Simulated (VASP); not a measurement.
Here is a VASP 6.6.1 calculation.

Contents of POSCAR:

```
AlN
1.0
    2.1849006262     -2.1849006262      0.0000000000
    2.1849006262      0.0000000000     -2.1849006262
    9.8320528178      7.6471521916      8.7396025047
Al N
6 6
Direct
    0.8021000000      0.0000000000      0.3958000000
    0.2187666667      0.3333333333      0.2291333333
    0.3854333333      0.6666666667      0.5624666667
    0.5521000000      1.0000000000      0.8958000000
   -0.0312333333      0.3333333333      0.7291333333
    0.6354333333      0.6666666667      0.0624666667
    0.4479333333      0.6666666667      0.4374666667
    0.8646000000      1.0000000000      0.2708000000
    0.0312666667      0.3333333333      0.6041333333
    0.1979333333      0.6666666667      0.9374666667
   -0.3854000000      0.0000000000      0.7708000000
    0.2812666667      0.3333333333      0.1041333333
```

Contents of INCAR.step1:

```
PREC     = Accurate       # precision mode
ENCUT    = 520            # plane-wave cutoff, eV
ISMEAR   = 0              # smearing method
SIGMA    = 0.05           # smearing width, eV
LREAL    = False          # projectors in reciprocal space
LASPH    = True           # aspherical terms in the spheres
NELM     = 60             # most SCF steps
NBANDS   = 36             # bands
ISYM     = 0            
GGA      = PE             # functional
ALGO     = Normal         # electronic algorithm
EDIFF    = 1E-4           # SCF threshold, eV
LWAVE    = True           # write WAVECAR
LCHARG   = False          # write CHGCAR
```

The input INCAR.step2:

```
PREC     = Accurate       # precision mode
ENCUT    = 520            # plane-wave cutoff, eV
EDIFF    = 1E-6           # SCF threshold, eV
ISMEAR   = 0              # smearing method
SIGMA    = 0.05           # smearing width, eV
LREAL    = False          # projectors in reciprocal space
LASPH    = True           # aspherical terms in the spheres
NELM     = 60             # most SCF steps
ALGO     = Normal         # electronic algorithm
ISIF     = 2              # what is computed and relaxed
LWAVE    = False          # write WAVECAR
LCHARG   = False          # write CHGCAR
METAGGA  = R2SCAN         # meta-GGA
LMIXTAU  = True         
NBANDS   = 36             # bands
ISYM     = 0            
ISTART   = 1
```

File KPOINTS:

```
Automatic mesh
0
Gamma
  8 8 2
```

Potentials or basis: VASP PAW PBE potentials, release 64 (Al, N).

Run with:

```bash
$ cat potpaw_PBE.64/Al/POTCAR potpaw_PBE.64/N/POTCAR > POTCAR
$ cp INCAR.step1 INCAR
$ mpirun -np 1 vasp_std > vasp.out
$ cp INCAR.step2 INCAR
$ mpirun -np 1 vasp_std > vasp.out
```

**Question.** Estimate the largest force.

**Answer.** 0.935 eV/Å.

**Question.** Estimate the pressure.

**Answer.** -1.7 GPa.

**Question.** Predict the band gap on the k mesh.

**Answer.** 3.60 eV (least direct gap 4.04 eV).

Stress tensor (GPa, compression positive):
```
-4.68  2.57  1.82
 2.57 -4.68  1.81
 1.82  1.81  4.40
```

Caveat: the cell differs from its parent crystal (the part above a cut slid along it); the stress differs along the axes, from -5 to 4 GPa; the PAW data sets were made with another functional, which shifts forces and pressure a little. A k mesh can miss the band edges.
